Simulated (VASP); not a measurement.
# SiF in VASP: settings compared

The runs below take SiF through single point, relaxation of cell and atoms, with PBEsol, PBE.

All numbers are computed with VASP 6.6.1; they aren't measurements. Logs are shortened: lines on timing, memory, paths and dates and some standing lists are left out, and cuts for length are marked.

**1. The cell of the first run**

Symmetry: Pm-3m, No. 221, cubic system. The conventional cell has a = 2.982 Å, b = 2.982 Å, c = 2.982 Å, α = 90.00°, β = 90.00°, γ = 90.00°. Si (site symmetry m-3m) has 8 F at 2.58 Å and 6 Si at 2.98 Å within 3.4 Å. F (site symmetry m-3m) has 8 Si at 2.58 Å and 6 F at 2.98 Å within 3.4 Å.

**2. Single point, PBEsol**

INCAR

```
SYSTEM = SiF
PREC = Accurate ; ENCUT = 520
EDIFF = 1E-6 ; ISMEAR = -1
SIGMA = 0.05 ; LREAL = .False.
LASPH = .True. ; NELM = 80
ALGO = Normal ; ISIF = 2
LWAVE = .False. ; LCHARG = .False.
GGA = PS ; NBANDS = 12
```

KPOINTS

```
Automatic mesh
0
Gamma
  9 9 9
  0 0 0
```

POSCAR

```
SiF
1.0
    2.9819549509      0.0000000000      0.0000000000
    0.0000000000      2.9819549509      0.0000000000
    0.0000000000      0.0000000000      2.9819549509
Si F
1 1
Direct
    0.5000000000      0.5000000000      0.5000000000
    0.0000000000      0.0000000000      0.0000000000
```

Potentials or basis: VASP PAW PBE potentials, release 64 (Si, F).

On the command line:

```bash
> cat potpaw_PBE.64/Si/POTCAR potpaw_PBE.64/F/POTCAR > POTCAR
> mpirun -np 1 vasp_std > vasp.out
```

OUTCAR:

```text
SYSTEM = SiF
   PREC = Accurate
   ENCUT = 520
   EDIFF = 1E-6
   ISMEAR = -1
   LREAL = .False.
   LASPH = .True.
   NELM = 80
   ISIF = 2
   GGA = PS

 ion  position               nearest neighbor table
   1  0.500  0.500  0.500-
   2  0.000  0.000  0.000-

  LATTYP: Found a simple cubic cell.
 ALAT       =     2.9819549509

  Lattice vectors:

 A1 = (   2.9819549509,   0.0000000000,   0.0000000000)
 A2 = (   0.0000000000,   2.9819549509,   0.0000000000)
 A3 = (   0.0000000000,   0.0000000000,   2.9819549509)

Analysis of symmetry for initial positions (statically):
=====================================================================
 Subroutine PRICEL returns:
 Original cell was already a primitive cell.

 Routine SETGRP: Setting up the symmetry group for a
 simple cubic supercell.

 Subroutine GETGRP returns: Found 48 space group operations
 (whereof 48 operations were pure point group operations)
 out of a pool of 48 trial point group operations.

The static configuration has the point symmetry O_h .

Analysis of symmetry for dynamics (positions and initial velocities):
=====================================================================
 Subroutine PRICEL returns:
 Original cell was already a primitive cell.

 Routine SETGRP: Setting up the symmetry group for a
 simple cubic supercell.

 Subroutine GETGRP returns: Found 48 space group operations
 (whereof 48 operations were pure point group operations)
 out of a pool of 48 trial point group operations.

The dynamic configuration has the point symmetry O_h .

 Subroutine INISYM returns: Found 48 space group operations
 (whereof 48 operations are pure point group operations),
 and found     1 'primitive' translations

----------------------------------------------------------------------------------------

                                     Primitive cell

  volume of cell :      26.5157

  direct lattice vectors                    reciprocal lattice vectors
     2.981954951  0.000000000  0.000000000     0.335350472  0.000000000  0.000000000
     0.000000000  2.981954951  0.000000000     0.000000000  0.335350472  0.000000000
     0.000000000  0.000000000  2.981954951     0.000000000  0.000000000  0.335350472

  length of vectors
     2.981954951  2.981954951  2.981954951     0.335350472  0.335350472  0.335350472

  position of ions in fractional coordinates (direct lattice)
     0.500000000  0.500000000  0.500000000
     0.000000000  0.000000000  0.000000000

  ion indices of the primitive-cell ions
   primitive index   ion index
                 1           1
                 2           2

----------------------------------------------------------------------------------------

 KPOINTS: Automatic mesh

Automatic generation of k-mesh.
 Grid dimensions read from file:
 generate k-points for:    9    9    9

 Generating k-lattice:

  Cartesian coordinates                     Fractional coordinates (reciprocal lattice)
     0.037261164  0.000000000  0.000000000     0.111111111  0.000000000  0.000000000
     0.000000000  0.037261164  0.000000000     0.000000000  0.111111111  0.000000000
     0.000000000  0.000000000  0.037261164     0.000000000  0.000000000  0.111111111

  Length of vectors
     0.037261164  0.037261164  0.037261164

  Shift w.r.t. Gamma in fractional coordinates (k-lattice)
     0.000000000  0.000000000  0.000000000

 Subroutine IBZKPT returns following result:
 ===========================================

 Found     35 irreducible k-points:

 Following reciprocal coordinates:
            Coordinates               Weight
  0.000000  0.000000  0.000000      1.000000
  0.111111  0.000000  0.000000      6.000000
  0.222222  0.000000  0.000000      6.000000
  0.333333  0.000000  0.000000      6.000000
  0.444444  0.000000  0.000000      6.000000
  0.111111  0.111111  0.000000     12.000000
[... 16 lines left out ...]
  0.333333  0.333333  0.111111     24.000000
  0.444444  0.333333  0.111111     48.000000
 [... further k-points ...]
   k-points           NKPTS =     35   k-points in BZ     NKDIM =     35   number of bands    NBANDS=     12
   number of dos      NEDOS =    301   number of ions     NIONS =      2
   total plane-waves  NPLWV =  13824
   dimension x,y,z NGX =    24 NGY =   24 NGZ =   24
   dimension x,y,z NGXF=    48 NGYF=   48 NGZF=   48
   ions per type =               1   1
   NGX,Y,Z   is equivalent  to a cutoff of  13.38, 13.38, 13.38 a.u.
   NGXF,Y,Z  is equivalent  to a cutoff of  26.76, 26.76, 26.76 a.u.
 SYSTEM =  SiF
   PREC   = accura    normal or accurate (medium, high low for compatibility)
   ISTART =      0    job   : 0-new  1-cont  2-samecut
   ICHARG =      2    charge: 1-file 2-atom 10-const
   ISPIN  =      1    spin polarized calculation?
   LNONCOLLINEAR =      F non collinear calculations
   LSORBIT =      F    spin-orbit coupling
   LASPH  =      T    aspherical Exc in radial PAW
   ENCUT  =  520.0 eV  38.22 Ry    6.18 a.u.   5.54  5.54  5.54*2*pi/ulx,y,z
   NELM   =     80;   NELMIN=  2; NELMDL= -5     # of ELM steps
   EDIFF  = 0.1E-05   stopping-criterion for ELM
   LREAL  =      F    real-space projection
   EDIFFG = 0.1E-04   stopping-criterion for IOM
   NSW    =      0    number of steps for IOM
   IBRION =     -1    ionic relax: 0-MD 1-quasi-New 2-CG
   NFREE  =      0    steps in history (QN), initial steepest desc. (CG)
   ISIF   =      2    stress and relaxation
   ISYM   =      2    0-nonsym 1-usesym 2-fastsym
   POTIM  = 0.5000    time-step for ionic-motion
   TEBEG  =    0.0;   TEEND  =   0.0 temperature during run
   PSTRESS=    0.0 pullay stress
   NELECT =      11.0000    total number of electrons
   NUPDOWN=      -1.0000    fix difference up-down
   EMIN   =  10.00;   EMAX   =-10.00  energy-range for DOS
   EFERMI =   0.00;   METHOD = LEGACY
   ISMEAR =    -1;   SIGMA  =   0.05  broadening in eV -4-tet -1-fermi 0-gaus
   EFERMI_NEDOS =   21; number of points for ismear=-14 and -15
   IALGO  =     38    algorithm
   IMIX   =      4    mixing-type and parameters
     AMIX     =   0.40;   BMIX     =  1.00
     AMIX_MAG =   1.60;   BMIX_MAG =  1.00
  volume/ion in A,a.u.               =      13.26        89.47
  Fermi-wavevector in a.u.,A,eV,Ry     =   1.220969  2.307297 20.283094  1.490765
  Thomas-Fermi vector in A             =   2.356168
   LORBIT       =      0    0 simple, 1 ext, 2 COOP (PROOUT), +10 PAW based schemes
   GGA     = PS    functional components
   LHFCALC =     F    Hartree Fock is set to
   AEXX    =    0.0000 exact exchange contribution
   IVDW    =     0    specifies the selected vdW correction
   LEPSILON=     F    determine dielectric tensor
   LRPA    =     F    only Hartree local field effects (RPA)
 non-spin polarized calculation
  energy-cutoff  :      520.00
  volume of cell :       26.52
 maximum number of plane-waves:       739
 NGX is ok and might be reduce to    24
   NGX = 11   NGY = 11   NGZ = 11

 number of electron      11.0000002 magnetization

 Free energy of the ion-electron system (eV)
  ---------------------------------------------------
  ext. energy  EPLUGINS =         0.00000000
  ---------------------------------------------------
  free energy    TOTEN  =        -8.38370844 eV

  energy without entropy =       -8.36693674  energy(sigma->0) =       -8.37532259

 E-fermi :   6.2642     XC(G=0): -10.6867

 val. band max:        6.2335904969   @ k =   0.3333   0.2222   0.0000
 cond. band min:       6.2652409622   @ k =   0.4444   0.4444   0.4444
 fundamental gap:      0.0316504653
 Fermi energy:         6.2641813465

 k-point     1 :       0.0000    0.0000    0.0000
  band No.  band energies     occupation
      1     -18.0959      2.00000
      2      -2.8031      2.00000
      3       0.7622      2.00000
      4       0.7622      2.00000
      5       0.7622      2.00000
      6      11.7023      0.00000
      7      11.7023      0.00000
      8      11.7023      0.00000
      9      11.9354      0.00000
     10      11.9354      0.00000
     11      23.0152      0.00000
     12      23.5204      0.00000

 k-point     2 :       0.1111    0.0000    0.0000
  band No.  band energies     occupation
      1     -18.0642      2.00000
      2      -2.9225      2.00000
      3       0.8013      2.00000
      4       0.8013      2.00000
      5       0.8707      2.00000
      6       9.7040      0.00000
      7      11.6878      0.00000
      8      11.6878      0.00000
      9      12.1039      0.00000
     10      14.0499      0.00000
     11      22.7958      0.00000
     12      22.7959      0.00000

 k-point     3 :       0.2222    0.0000    0.0000
  band No.  band energies     occupation
      1     -17.9826      2.00000
      2      -3.2390      2.00000
      3       0.9028      2.00000
      4       0.9028      2.00000
      5       1.2464      2.00000
      6       7.7303      0.00000
      7      11.6443      0.00000
      8      11.6443      0.00000
      9      12.5881      0.00000
     10      16.3319      0.00000
     11      21.4838      0.00000
     12      21.4838      0.00000
[... 286 lines left out ...]
 k-point    23 :       0.3333    0.3333    0.1111
  band No.  band energies     occupation
      1     -17.7006      2.00000
      2      -2.5361      2.00000
      3      -0.7697      2.00000
      4       0.9482      2.00000
      5       2.5663      2.00000
      6       6.5200      0.01192
      7       7.4521      0.00000
      8      11.1697      0.00000
      9      15.0974      0.00000
     10      18.4144      0.00000
     11      18.5803      0.00000
     12      19.3380      0.00000

 k-point    24 :       0.4444    0.3333    0.1111
  band No.  band energies     occupation
      1     -17.6515      2.00000
      2      -2.2943      2.00000
      3      -0.8371      2.00000
      4       1.0387      2.00000
      5       2.0970      2.00000
      6       6.3338      0.39776
      7       7.4160      0.00000
      8      11.5269      0.00000
      9      14.1036      0.00000
     10      17.8989      0.00000
     11      18.8348      0.00000
     12      19.2531      0.00000

 [... further k-points ...]
[... 5 lines left out ...]
  --------------------------------------------------------------------------------------
  -------------------------------------------------------------------------------------
  Total       -0.0329102     -0.0329102     -0.0329102      0.0000000      0.0000000     -0.0000000
  in kB       -1.9885569     -1.9885569     -1.9885569      0.0000000      0.0000000     -0.0000000
  external PRESSURE =      -1.9885569 kB  Pullay stress =       0.0000000 kB

 VOLUME and BASIS-vectors are now :
 -----------------------------------------------------------------------------
  energy-cutoff  :      520.00
  volume of cell :       26.52
      direct lattice vectors                 reciprocal lattice vectors
     2.981954951  0.000000000  0.000000000     0.335350472  0.000000000  0.000000000
     0.000000000  2.981954951  0.000000000     0.000000000  0.335350472  0.000000000
     0.000000000  0.000000000  2.981954951     0.000000000  0.000000000  0.335350472

 POSITION                                       TOTAL-FORCE (eV/Angst)
 -----------------------------------------------------------------------------------
      1.49098      1.49098      1.49098         0.000000      0.000000      0.000000
      0.00000      0.00000      0.00000         0.000000      0.000000      0.000000
 -----------------------------------------------------------------------------------
    total drift:                               -0.000000      0.000000      0.000000

  FREE ENERGIE OF THE ION-ELECTRON SYSTEM (eV)
  ---------------------------------------------------
  free  energy   TOTEN  =        -8.3837084419 eV

  energy  without entropy=       -8.3669367417  energy(sigma->0) =       -8.37532259
```

Run time: 7.4 s. Hardware: 1 thread of Intel Xeon Platinum 8259CL at 2.50GHz (Skylake/Cascade Lake), shared host; peak memory 0.13 GiB.

Results:

```
Free energy : -8.3837 eV
Pressure    : -0.2 GPa
```

Caveat: the PAW data sets were made with another functional, which shifts forces and pressure a little; an odd number of electrons without spin polarisation forces a metal; a magnetic or distorted state may lie lower.

(Part 1 of 2 ends here.)
